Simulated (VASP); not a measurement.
Input of a VASP 6.6.1 run:

INCAR

```
SYSTEM = Al8Ni8H
PREC     = Accurate       ! precision mode
ENCUT    = 520            ! plane-wave cutoff, eV
EDIFF    = 1E-6           ! SCF threshold, eV
ISMEAR   = 0              ! smearing method
SIGMA    = 0.1            ! smearing width, eV
LREAL    = Auto         
LASPH    = .True.         ! aspherical terms in the spheres
NELM     = 60             ! most SCF steps
ALGO     = Normal         ! electronic algorithm
ISIF     = 2              ! what is computed and relaxed
LWAVE    = .False.        ! write WAVECAR
LCHARG   = .False.        ! write CHGCAR
LDIPOL   = .True.       
IDIPOL   = 3            
DIPOL    = 0.5 0.5 0.470
GGA      = PE             ! functional
IVDW     = 12             ! dispersion correction
NBANDS   = 66             ! bands
```

KPOINTS

```
regular mesh
0
Gamma
  5 7 1
  0 0 0
```

Contents of POSCAR:

```
Al8Ni8H
1.0
    5.7148460082      0.0000000000      0.0000000000
    0.0000000000      4.0410063658      0.0000000000
    0.0000000000      0.0000000000     25.0615095488
Al Ni H
8 8 1
Direct
    0.0000000000      0.5000000000      0.3391655233
    0.5000000000      0.5000000000      0.3391655233
    0.0000000000      0.0000000000      0.4197872902
    0.5000000000      0.0000000000      0.4197872902
    0.0007592416      0.4896483466      0.5004902836
    0.4992407584      0.4896483466      0.5004902836
   -0.0014570894     -0.0051750088      0.5845616469
    0.5014570894     -0.0051750088      0.5845616469
    0.2500000000      0.0000000000      0.3391655233
    0.7500000000      0.0000000000      0.3391655233
    0.2500000000      0.5000000000      0.4197872902
    0.7500000000      0.5000000000      0.4197872902
    0.2500000000     -0.0167279356      0.5010205357
    0.7500000000     -0.0076326493      0.4994802089
    0.2500000000      0.4903619366      0.5792656609
    0.7500000000      0.4983402140      0.5774241901
    0.2500000000      0.2490872927      0.6279552979
```

Potentials or basis: VASP PAW PBE potentials, release 64 (Al, Ni, H).

Launch:

```bash
$ cat potpaw_PBE.64/Al/POTCAR potpaw_PBE.64/Ni/POTCAR potpaw_PBE.64/H/POTCAR > POTCAR
$ mpirun -np 1 vasp_std > vasp.out
```

Question: Estimate the dispersion energy per atom.

Answer: -0.316 eV.

Question: Predict the largest force.

Answer: 0.600 eV/Å.

Forces on the atoms (eV/Å):
```
Al   0.028 -0.014 -0.599
Al  -0.028 -0.014 -0.599
Al   0.059 -0.042 -0.321
Al  -0.059 -0.042 -0.321
Al   0.002 -0.007 -0.002
Al  -0.002 -0.007 -0.002
Al   0.003  0.013  0.002
Al  -0.003  0.013  0.002
Ni   0.000  0.035  0.512
Ni   0.000 -0.013  0.529
Ni   0.000  0.047  0.364
Ni   0.000  0.036  0.408
Ni   0.000  0.022  0.019
Ni   0.000  0.008  0.017
Ni   0.000 -0.001  0.003
Ni   0.000 -0.011  0.001
H    0.000 -0.022 -0.011
```

Spin polarisation is off, so any magnetic state and its effect on volume and gap are missing.
